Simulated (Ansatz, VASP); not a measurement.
## One calculation of MnAgC4N4, two programs

```
CELL_PARAMETERS angstrom
6.07421 0.00000 0.00000
0.00000 6.07421 0.00000
0.00000 0.00000 6.07421
ATOMIC_POSITIONS crystal
Mn 0.50000 0.50000 0.50000
Ag 0.00000 0.00000 0.00000
C 0.20279 0.20279 0.20279
C 0.20279 0.79721 0.79721
C 0.79721 0.20279 0.79721
C 0.79721 0.79721 0.20279
N 0.31448 0.31448 0.31448
N 0.31448 0.68552 0.68552
N 0.68552 0.31448 0.68552
N 0.68552 0.68552 0.31448
```

Alike in both runs: functional PBE; k mesh 4 × 4 × 4; occupations gaussian, width 0.1 eV; collinear spin.

Ansatz relaxed the structure, and its values are those at the end. VASP's run is a single point on that final structure, the one shown.

```csv
,VASP,Ansatz
version,VASP 6.6.1,Ansatz 0.2.0
potentials or method,"VASP PAW PBE potentials, release 64 (Mn_pv, Ag, C, N), cutoff 520 eV","scalar-relativistic, plane waves, PAW"
valence electrons in the cell,60,70
```

VASP gave:

```
gap on the k mesh at the Fermi level (eV)                     : none
pressure (GPa)                                                : 0.7
rms of the force components (eV/Å)                            : 0.175
net moment per atom (μB)                                      : 0.40
size of the moment on the site where the two differ most (μB) : 3.82
```

Problem. Estimate Ansatz's values.

Solution. gap on the k mesh at the Fermi level (eV): none; pressure (GPa): 0.4; rms of the force components (eV/Å): 0.020; net moment per atom (μB): 0.40; size of the moment on the site where the two differ most (μB): 3.35.

Site moments also hang on the region over which each program counts them. A gap of «none» marks a metal or a gap that the smearing closes. VASP's potentials hold 60 valence electrons a cell and Ansatz's 70, so a difference there can come from the potentials and not from the codes.

Noted on VASP's run: the standard files for N, O and F lose accuracy on very short bonds.
